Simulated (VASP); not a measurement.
Set up this calculation in VASP 6.6.1, as the native input.

```
Task                   : single point
Functional             : PBE
Potentials or basis    : VASP PAW PBE potentials, release 64 (Al, Ru_pv)
Cutoff                 : 520 eV
k mesh                 : 4 × 4 × 4
Occupations            : gaussian, width 0.1 eV
Spin                   : no spin polarisation
Dipole correction      : no
Further INCAR settings : ALGO = Normal; EDIFF = 1e-06; NBANDS = 16
```

The structure of AlRu lies in POSCAR:

```
AlRu
1.0
    2.9824954400      0.0000000000      0.0000000000
    0.0000000000      2.9824954400      0.0000000000
    0.0000000000      0.0000000000      2.9824954400
Al Ru
1 1
Direct
    0.0000000000      0.0000000000      0.0000000000
    0.5000000000      0.5000000000      0.5000000000
```

These files were run (other wordings do the same):

INCAR

```
PREC = Accurate ; ENCUT = 520
EDIFF = 1E-6 ; ISMEAR = 0
SIGMA = 0.1 ; LREAL = False
LASPH = True ; NELM = 60
ALGO = Normal ; ISIF = 2
LWAVE = False ; LCHARG = False
GGA = PE ; NBANDS = 16
```

KPOINTS

```
Automatic mesh
0
Gamma
  4 4 4
```

Potentials or basis: VASP PAW PBE potentials, release 64 (Al, Ru_pv).

Run with:

```sh
$ cat potpaw_PBE.64/Al/POTCAR potpaw_PBE.64/Ru_pv/POTCAR > POTCAR
$ mpirun -np 1 vasp_std > vasp.out
```

It gave:

* Pressure: 2.2 GPa

Caveat: the k points lie up to 0.53 Å⁻¹ apart.

Wall time 3.1 s on 1 thread of Intel Xeon 6975P-C, on a shared host, peak memory 0.14 GiB.
